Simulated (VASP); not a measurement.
Wanted: the native input for a VASP 6.6.1 run.

- Task: single point
- Functional: PBE
- Potentials or basis: VASP PAW PBE potentials, release 64 (Zr_sv, In_d, F)
- Cutoff: 520 eV
- k mesh: 6 × 6 × 6
- Occupations: gaussian, width 0.02 eV
- Spin: no spin polarisation
- Dipole correction: no
- Further INCAR settings: ALGO = Normal; EDIFF = 1e-07; NBANDS = 50

The structure of ZrIn2F6 lies in POSCAR:

```
ZrIn2F6
1.0
    6.2514375130      0.0000000000      0.0000000000
    0.0000000000      6.2514375130      0.0000000000
    0.0000000000      0.0000000000      4.4355423933
Zr In F
1 2 6
Direct
    0.0000000000      0.0000000000      0.0000000000
    0.5000000000      0.0000000000      0.5000000000
    0.0000000000      0.5000000000      0.5000000000
    0.2228127151      0.7771872849      0.0000000000
    0.2228127151      0.2228127151      0.0000000000
    0.0000000000      0.0000000000      0.5000000000
    0.7771872849      0.2228127151      0.0000000000
    0.7771872849      0.7771872849      0.0000000000
    0.5000000000      0.5000000000      0.5000000000
```

One way to write it, as run:

INCAR

```
SYSTEM = ZrIn2F6
ALGO     = Normal         ! electronic algorithm
EDIFF    = 1E-7           ! SCF threshold, eV
ENCUT    = 520            ! plane-wave cutoff, eV
GGA      = PE             ! functional
ISIF     = 2              ! what is computed and relaxed
ISMEAR   = 0              ! smearing method
LASPH    = .TRUE.         ! aspherical terms in the spheres
LCHARG   = .TRUE.         ! write CHGCAR
LELF     = .TRUE.         ! ELF
LREAL    = .FALSE.        ! projectors in reciprocal space
LVHAR    = .TRUE.       
LWAVE    = .FALSE.        ! write WAVECAR
NBANDS   = 50             ! bands
NELM     = 80             ! most SCF steps
PREC     = Accurate       ! precision mode
SIGMA    = 0.02           ! smearing width, eV
```

KPOINTS

```
k-points
0
G
  6 6 6
  0 0 0
```

Potentials or basis: VASP PAW PBE potentials, release 64 (Zr_sv, In_d, F).

The run is started by

```console
$ cat potpaw_PBE.64/Zr_sv/POTCAR potpaw_PBE.64/In_d/POTCAR potpaw_PBE.64/F/POTCAR > POTCAR
$ mpirun -np 1 vasp_std > vasp.out
```

It gave:

| Item | Value |
| --- | --- |
| Pressure | 0.1 GPa |
| Largest force | 0.104 eV/Å |
| Band gap on the k mesh | 1.10 eV |

Caveat: spin-orbit coupling is left out, which moves the levels of the heavy elements.

Wall time 5.6 min on 1 thread of Intel(R) Xeon(R) Platinum 8259CL CPU @ 2.50GHz (Skylake/Cascade Lake) (shared host), peak memory 0.44 GiB.
